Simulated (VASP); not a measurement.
Set up this calculation in VASP 6.6.1, as the native input.

```
Task                   : single point
Functional             : PBEsol
Dispersion             : D4
Potentials or basis    : VASP PAW PBE potentials, release 64 (Pt)
Cutoff                 : 520 eV
k mesh                 : 6 × 6 × 3
Occupations            : fermi-dirac, width 0.1 eV
Spin                   : no spin polarisation
Dipole correction      : no
Further INCAR settings : ALGO = Normal; EDIFF = 1e-06; NBANDS = 17
```

The structure of Pt lies in POSCAR:

```
Pt
1.0
    2.7606660000      0.0000000000      0.0000000000
   -1.3803330000      2.3908068874      0.0000000000
    0.0000000000      0.0000000000      4.7921340000
Pt
2
Direct
    0.6666670000      0.3333330000      0.7500000000
    0.3333330000      0.6666670000      0.2500000000
```

These files were run (other wordings do the same):

INCAR

```
ALGO     = Normal         # electronic algorithm
EDIFF    = 1E-6           # SCF threshold, eV
ENCUT    = 520            # plane-wave cutoff, eV
GGA      = PS             # functional
ISIF     = 2              # what is computed and relaxed
ISMEAR   = -1             # smearing method
IVDW     = 13             # dispersion correction
LASPH    = True           # aspherical terms in the spheres
LCHARG   = False          # write CHGCAR
LREAL    = False          # projectors in reciprocal space
LWAVE    = False          # write WAVECAR
NBANDS   = 17             # bands
NELM     = 100            # most SCF steps
PREC     = Accurate       # precision mode
SIGMA    = 0.1            # smearing width, eV
```

KPOINTS

```
k-points
0
Gamma
  6 6 3
```

Potentials or basis: VASP PAW PBE potentials, release 64 (Pt).

Command:

```bash
$ cat potpaw_PBE.64/Pt/POTCAR > POTCAR
$ mpirun -np 1 vasp_std > vasp.out
```

It gave:

```json
{
 "Pressure": "-16.1 GPa",
 "Band gap on the k mesh": "zero (band 10 reaches 10.72 eV, above the bottom of band 11 at 9.71 eV)",
 "Dispersion energy per atom": "-0.432 eV"
}
```

Caveat: the k points lie up to 0.44 Å⁻¹ apart; the PAW data sets were made with another functional, which shifts forces and pressure a little; spin-orbit coupling is left out, which moves the levels of the heavy elements; pairwise dispersion overbinds metals, which lowers pressure and volume.

Wall time 6.2 s on 1 thread of AMD EPYC 9R14 (Zen 4), on a shared host, peak memory 0.12 GiB.
